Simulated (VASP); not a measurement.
# Ba (Fm-3m) in VASP: notebook

Ba is run at these levels: r2SCAN; tasks: single point.

All numbers are computed with VASP 6.6.1; they aren't measurements. Logs are shortened: lines on timing, memory, paths and dates and some standing lists are left out, and cuts for length are marked.

### 1 The cell of the first run

It takes space group Fm-3m (No. 225, cubic). The conventional cell has a = 6.446 Å, b = 6.446 Å, c = 6.446 Å, α = 90.00°, β = 90.00°, γ = 90.00°.

This isn't the form of Ba at room conditions, which is bcc.

### 2 Single point, r2SCAN

Contents of POSCAR:

```
Ba
1.0
    0.0000000000      3.2231413676      3.2231413676
    3.2231413676      0.0000000000      3.2231413676
    3.2231413676      3.2231413676      0.0000000000
Ba
1
Direct
    0.0000000000      0.0000000000      0.0000000000
```

Contents of INCAR.step1:

```
SYSTEM = Ba
PREC = Accurate ; ENCUT = 520
ISMEAR = -1 ; SIGMA = 0.1
LREAL = .False. ; LASPH = .True.
NELM = 60 ; NBANDS = 11
GGA = PE ; ALGO = Normal
EDIFF = 1E-4 ; LWAVE = .True.
LCHARG = .False.
```

Contents of INCAR.step2:

```
SYSTEM = Ba
PREC = Accurate ; ENCUT = 520
EDIFF = 1E-6 ; ISMEAR = -1
SIGMA = 0.1 ; LREAL = .False.
LASPH = .True. ; NELM = 60
ALGO = Normal ; ISIF = 2
LWAVE = .False. ; LCHARG = .False.
METAGGA = R2SCAN ; LMIXTAU = .True.
NBANDS = 11 ; ISTART = 1
```

Contents of KPOINTS:

```
Automatic mesh
0
Gamma
  9 9 9
  0 0 0
```

Potentials or basis: VASP PAW PBE potentials, release 64 (Ba_sv).

On the command line:

```console
cat potpaw_PBE.64/Ba_sv/POTCAR > POTCAR
cp INCAR.step1 INCAR
mpirun -np 1 vasp_std > vasp.out
cp INCAR.step2 INCAR
mpirun -np 1 vasp_std > vasp.out
```

OUTCAR:

```text
SYSTEM = Ba
   PREC = Accurate
   ENCUT = 520
   EDIFF = 1E-6
   ISMEAR = -1
   LREAL = .False.
   LASPH = .True.
   NELM = 60
   ISIF = 2
   METAGGA = R2SCAN
   ISTART = 1

 ion  position               nearest neighbor table
   1  0.000  0.000  0.000-

  LATTYP: Found a face centered cubic cell.
 ALAT       =     6.4462827352

  Lattice vectors:

 A1 = (   0.0000000000,   3.2231413676,   3.2231413676)
 A2 = (   3.2231413676,   0.0000000000,   3.2231413676)
 A3 = (   3.2231413676,   3.2231413676,   0.0000000000)

Analysis of symmetry for initial positions (statically):
=====================================================================
 Subroutine PRICEL returns:
 Original cell was already a primitive cell.

 Routine SETGRP: Setting up the symmetry group for a
 face centered cubic supercell.

 Subroutine GETGRP returns: Found 48 space group operations
 (whereof 48 operations were pure point group operations)
 out of a pool of 48 trial point group operations.

The static configuration has the point symmetry O_h .

Analysis of symmetry for dynamics (positions and initial velocities):
=====================================================================
 Subroutine PRICEL returns:
 Original cell was already a primitive cell.

 Routine SETGRP: Setting up the symmetry group for a
 face centered cubic supercell.

 Subroutine GETGRP returns: Found 48 space group operations
 (whereof 48 operations were pure point group operations)
 out of a pool of 48 trial point group operations.

The dynamic configuration has the point symmetry O_h .

 Subroutine INISYM returns: Found 48 space group operations
 (whereof 48 operations are pure point group operations),
 and found     1 'primitive' translations

----------------------------------------------------------------------------------------

                                     Primitive cell

  volume of cell :      66.9681

  direct lattice vectors                    reciprocal lattice vectors
     0.000000000  3.223141368  3.223141368    -0.155128163  0.155128163  0.155128163
     3.223141368  0.000000000  3.223141368     0.155128163 -0.155128163  0.155128163
     3.223141368  3.223141368  0.000000000     0.155128163  0.155128163 -0.155128163

  length of vectors
     4.558210236  4.558210236  4.558210236     0.268689860  0.268689860  0.268689860

  position of ions in fractional coordinates (direct lattice)
     0.000000000  0.000000000  0.000000000

  ion indices of the primitive-cell ions
   primitive index   ion index
                 1           1

----------------------------------------------------------------------------------------

 KPOINTS: Automatic mesh

Automatic generation of k-mesh.
 Grid dimensions read from file:
 generate k-points for:    9    9    9

 Generating k-lattice:

  Cartesian coordinates                     Fractional coordinates (reciprocal lattice)
    -0.017236463  0.017236463  0.017236463     0.111111111  0.000000000  0.000000000
     0.017236463 -0.017236463  0.017236463     0.000000000  0.111111111  0.000000000
     0.017236463  0.017236463 -0.017236463     0.000000000  0.000000000  0.111111111

  Length of vectors
     0.029854429  0.029854429  0.029854429

  Shift w.r.t. Gamma in fractional coordinates (k-lattice)
     0.000000000  0.000000000  0.000000000

 Subroutine IBZKPT returns following result:
 ===========================================

 Found     35 irreducible k-points:

 Following reciprocal coordinates:
            Coordinates               Weight
  0.000000  0.000000  0.000000      1.000000
  0.111111  0.000000  0.000000      8.000000
  0.222222  0.000000  0.000000      8.000000
  0.333333  0.000000  0.000000      8.000000
  0.444444  0.000000  0.000000      8.000000
  0.111111  0.111111  0.000000      6.000000
[... 16 lines left out ...]
 -0.333333  0.333333  0.000000     12.000000
  0.444444  0.444444  0.000000      6.000000
 [... further k-points ...]
   k-points           NKPTS =     35   k-points in BZ     NKDIM =     35   number of bands    NBANDS=     11
   number of dos      NEDOS =    301   number of ions     NIONS =      1
   total plane-waves  NPLWV =  46656
   dimension x,y,z NGX =    36 NGY =   36 NGZ =   36
   dimension x,y,z NGXF=    72 NGYF=   72 NGZF=   72
   ions per type =               1
   NGX,Y,Z   is equivalent  to a cutoff of  13.13, 13.13, 13.13 a.u.
   NGXF,Y,Z  is equivalent  to a cutoff of  26.26, 26.26, 26.26 a.u.
 SYSTEM =  Ba
   PREC   = accura    normal or accurate (medium, high low for compatibility)
   ISTART =      1    job   : 0-new  1-cont  2-samecut
   ICHARG =      0    charge: 1-file 2-atom 10-const
   ISPIN  =      1    spin polarized calculation?
   LNONCOLLINEAR =      F non collinear calculations
   LSORBIT =      F    spin-orbit coupling
   LASPH  =      T    aspherical Exc in radial PAW
   ENCUT  =  520.0 eV  38.22 Ry    6.18 a.u.   8.48  8.48  8.48*2*pi/ulx,y,z
   NELM   =     60;   NELMIN=  2; NELMDL=  0     # of ELM steps
   EDIFF  = 0.1E-05   stopping-criterion for ELM
   LREAL  =      F    real-space projection
   EDIFFG = 0.1E-04   stopping-criterion for IOM
   NSW    =      0    number of steps for IOM
   IBRION =     -1    ionic relax: 0-MD 1-quasi-New 2-CG
   NFREE  =      0    steps in history (QN), initial steepest desc. (CG)
   ISIF   =      2    stress and relaxation
   ISYM   =      2    0-nonsym 1-usesym 2-fastsym
   POTIM  = 0.5000    time-step for ionic-motion
   TEBEG  =    0.0;   TEEND  =   0.0 temperature during run
   PSTRESS=    0.0 pullay stress
   NELECT =      10.0000    total number of electrons
   NUPDOWN=      -1.0000    fix difference up-down
   EMIN   =  10.00;   EMAX   =-10.00  energy-range for DOS
   EFERMI =   0.00;   METHOD = LEGACY
   ISMEAR =    -1;   SIGMA  =   0.10  broadening in eV -4-tet -1-fermi 0-gaus
   EFERMI_NEDOS =   21; number of points for ismear=-14 and -15
   IALGO  =     38    algorithm
   IMIX   =      4    mixing-type and parameters
     AMIX     =   0.40;   BMIX     =  1.00
     AMIX_MAG =   1.60;   BMIX_MAG =  1.00
  volume/ion in A,a.u.               =      66.97       451.92
  Fermi-wavevector in a.u.,A,eV,Ry     =   0.868531  1.641286 10.263509  0.754347
  Thomas-Fermi vector in A             =   1.987223
   LORBIT       =      0    0 simple, 1 ext, 2 COOP (PROOUT), +10 PAW based schemes
   METAGGA = R2SCAN    functional components
   LHFCALC =     F    Hartree Fock is set to
   AEXX    =    0.0000 exact exchange contribution
   IVDW    =     0    specifies the selected vdW correction
   LEPSILON=     F    determine dielectric tensor
   LRPA    =     F    only Hartree local field effects (RPA)
 non-spin polarized calculation
  energy-cutoff  :      520.00
  volume of cell :       66.97
 maximum number of plane-waves:      1823
 NGX is ok and might be reduce to    36
   NGX = 17   NGY = 17   NGZ = 17

 number of electron      10.0000000 magnetization

 Free energy of the ion-electron system (eV)
  ---------------------------------------------------
  ext. energy  EPLUGINS =         0.00000000
  ---------------------------------------------------
  free energy    TOTEN  =       -26.42487956 eV

  energy without entropy =      -26.37110277  energy(sigma->0) =      -26.39799116

 E-fermi :   1.6068     XC(G=0):  -7.6278

 val. band max:        1.5928344267   @ k =  -0.4444   0.4444   0.0000
 cond. band min:       1.6676460690   @ k =  -0.3333   0.3333   0.0000
 fundamental gap:      0.0748116423
 Fermi energy:         1.6067507659

 k-point     1 :       0.0000    0.0000    0.0000
  band No.  band energies     occupation
      1     -28.4785      2.00000
      2     -13.0423      2.00000
      3     -13.0423      2.00000
      4     -13.0423      2.00000
      5      -1.3348      2.00000
      6       3.5434      0.00000
      7       3.5434      0.00000
      8       3.5434      0.00000
      9       5.0680      0.00000
     10       5.0680      0.00000
     11       7.6603      0.00000

 k-point     2 :       0.1111    0.0000    0.0000
  band No.  band energies     occupation
      1     -28.4746      2.00000
      2     -13.0910      2.00000
      3     -13.0483      2.00000
      4     -13.0483      2.00000
      5      -1.1224      2.00000
      6       3.2611      0.00000
      7       3.6381      0.00000
      8       3.6381      0.00000
      9       4.9341      0.00000
     10       4.9341      0.00000
     11       8.1692      0.00000

 k-point     3 :       0.2222    0.0000    0.0000
  band No.  band energies     occupation
      1     -28.4647      2.00000
      2     -13.2109      2.00000
      3     -13.0633      2.00000
      4     -13.0633      2.00000
      5      -0.5521      2.00000
      6       2.7506      0.00002
      7       3.7199      0.00000
      8       3.7199      0.00000
      9       4.9129      0.00000
     10       4.9129      0.00000
     11       8.0319      0.00000

 k-point     4 :       0.3333    0.0000    0.0000
  band No.  band energies     occupation
      1     -28.4534      2.00000
      2     -13.3421      2.00000
      3     -13.0802      2.00000
      4     -13.0802      2.00000
      5       0.1533      2.00000
      6       2.4083      0.00066
      7       3.5422      0.00000
      8       3.5422      0.00000
      9       5.4337      0.00000
     10       5.4337      0.00000
     11       7.4483      0.00000

 k-point     5 :       0.4444    0.0000    0.0000
  band No.  band energies     occupation
      1     -28.4460      2.00000
      2     -13.4250      2.00000
      3     -13.0912      2.00000
      4     -13.0912      2.00000
      5       0.6085      1.99991
      6       2.3732      0.00094
      7       3.3762      0.00000
      8       3.3762      0.00000
      9       6.0708      0.00000
     10       6.0708      0.00000
     11       7.3754      0.00000
[... 211 lines left out ...]
 k-point    21 :       0.4444    0.3333    0.0000
  band No.  band energies     occupation
      1     -28.4389      2.00000
      2     -13.3665      2.00000
      3     -13.1804      2.00000
      4     -13.1599      2.00000
      5       0.8249      1.99920
      6       1.7364      0.42965
      7       2.9461      0.00000
      8       5.0847      0.00000
      9       5.7375      0.00000
     10       6.2787      0.00000
     11       7.9322      0.00000

 k-point    22 :      -0.4444    0.3333    0.0000
  band No.  band energies     occupation
      1     -28.4356      2.00000
      2     -13.3621      2.00000
      3     -13.2397      2.00000
      4     -13.1543      2.00000
      5       1.2063      1.96419
      6       1.7599      0.35542
      7       2.8292      0.00001
      8       4.7783      0.00000
      9       6.1601      0.00000
     10       6.1820      0.00000
     11       7.3267      0.00000

 k-point    23 :      -0.3333    0.3333    0.0000
  band No.  band energies     occupation
      1     -28.4367      2.00000
      2     -13.3071      2.00000
      3     -13.3034      2.00000
      4     -13.1327      2.00000
      5       1.6676      0.70460
      6       1.6842      0.63107
      7       2.5652      0.00014
      8       4.3933      0.00000
      9       5.6059      0.00000
     10       5.9813      0.00000
     11       8.4789      0.00000

 k-point    24 :       0.4444    0.4444    0.0000
  band No.  band energies     occupation
      1     -28.4353      2.00000
      2     -13.3995      2.00000
      3     -13.1772      2.00000
      4     -13.1772      2.00000
      5       0.7630      1.99957
      6       1.5547      1.25476
      7       3.3308      0.00000
      8       6.1135      0.00000
      9       6.1135      0.00000
     10       6.1575      0.00000
     11       7.7764      0.00000

 [... further k-points ...]

------------------------ aborting loop because EDIFF is reached ----------------------------------------

  FORCE on cell =-STRESS in cart. coord.  units (eV):
  Direction    XX          YY          ZZ          XY          YZ          ZX
  --------------------------------------------------------------------------------------
  -------------------------------------------------------------------------------------
  Total        0.0240002      0.0240002      0.0240002     -0.0000000      0.0000000     -0.0000000
  in kB        0.5741915      0.5741915      0.5741915     -0.0000000      0.0000000     -0.0000000
  external PRESSURE =       0.5741915 kB  Pullay stress =       0.0000000 kB

 VOLUME and BASIS-vectors are now :
 -----------------------------------------------------------------------------
  energy-cutoff  :      520.00
  volume of cell :       66.97
      direct lattice vectors                 reciprocal lattice vectors
     0.000000000  3.223141368  3.223141368    -0.155128163  0.155128163  0.155128163
     3.223141368  0.000000000  3.223141368     0.155128163 -0.155128163  0.155128163
     3.223141368  3.223141368  0.000000000     0.155128163  0.155128163 -0.155128163

 POSITION                                       TOTAL-FORCE (eV/Angst)
 -----------------------------------------------------------------------------------
      0.00000      0.00000      0.00000         0.000000      0.000000      0.000000
 -----------------------------------------------------------------------------------
    total drift:                               -0.000000      0.000000      0.000000

  FREE ENERGIE OF THE ION-ELECTRON SYSTEM (eV)
  ---------------------------------------------------
  free  energy   TOTEN  =       -26.4248795581 eV

  energy  without entropy=      -26.3711027709  energy(sigma->0) =      -26.39799116
```

Wall time 3.2 min (1 thread of Intel Xeon 8259CL, shared host); peak memory 0.22 GiB.

What came out:

```
Free energy            : -26.4249 eV
Pressure               : 0.1 GPa
Band gap on the k mesh : zero (bands 5 and 6 overlap by 0.11 eV)
```

Caveat: the PAW data sets were made with another functional, which shifts forces and pressure a little; spin-orbit coupling is left out, which moves the levels of the heavy elements.

### 3 Single point, r2SCAN (58.93 Å³/atom)

This run uses another cell than the first one, of 58.93 Å³/atom.

Contents of POSCAR:

```
Ba
1.0
    0.0000000000      3.0886847102      3.0886847102
    3.0886847102      0.0000000000      3.0886847102
    3.0886847102      3.0886847102      0.0000000000
Ba
1
Direct
    0.0000000000      0.0000000000      0.0000000000
```

Contents of INCAR.step1:

```
SYSTEM = Ba
PREC = Accurate ; ENCUT = 520
ISMEAR = -1 ; SIGMA = 0.1
LREAL = .FALSE. ; LASPH = .TRUE.
NELM = 80 ; NBANDS = 11
GGA = PE ; ALGO = Normal
EDIFF = 1E-4 ; LWAVE = .TRUE.
LCHARG = .FALSE.
```

Contents of INCAR.step2:

```
SYSTEM = Ba
PREC = Accurate ; ENCUT = 520
EDIFF = 1E-7 ; ISMEAR = -1
SIGMA = 0.1 ; LREAL = .FALSE.
LASPH = .TRUE. ; NELM = 80
ALGO = Normal ; ISIF = 2
LWAVE = .FALSE. ; LCHARG = .FALSE.
METAGGA = R2SCAN ; LMIXTAU = .TRUE.
NBANDS = 11 ; ISTART = 1
```

Contents of KPOINTS:

```
regular mesh
0
G
  10 10 10
  0 0 0
```

Potentials or basis: VASP PAW PBE potentials, release 64 (Ba_sv).

On the command line:

```console
cat potpaw_PBE.64/Ba_sv/POTCAR > POTCAR
cp INCAR.step1 INCAR
mpirun -np 1 vasp_std > vasp.out
cp INCAR.step2 INCAR
mpirun -np 1 vasp_std > vasp.out
```

Run time: 1.9 min. Hardware: 1 thread of Intel Xeon 8259CL, shared host; peak memory 0.2 GiB.

Results (log left out):

```
Free energy            : -26.3939 eV
Pressure               : 1.2 GPa
Band gap on the k mesh : zero (bands 5 and 6 overlap by 0.22 eV)
```

Levels at points of the mesh, in eV from the Fermi level:
```tsv
k point	band 3	band 4	band 5	band 6	band 7	band 8
(0.00, 0.00, 0.00)	-14.35	-14.35	-2.96	2.07	2.07	2.07
(0.50, 0.00, 0.00)	-14.43	-14.43	-0.97	1.19	1.85	1.85
(0.50, 0.50, 0.00)	-14.56	-14.56	-1.00	-0.21	2.42	5.16
```

Caveat: the PAW data sets were made with another functional, which shifts forces and pressure a little; spin-orbit coupling is left out, which moves the levels of the heavy elements.

[end of part 1 of 2]
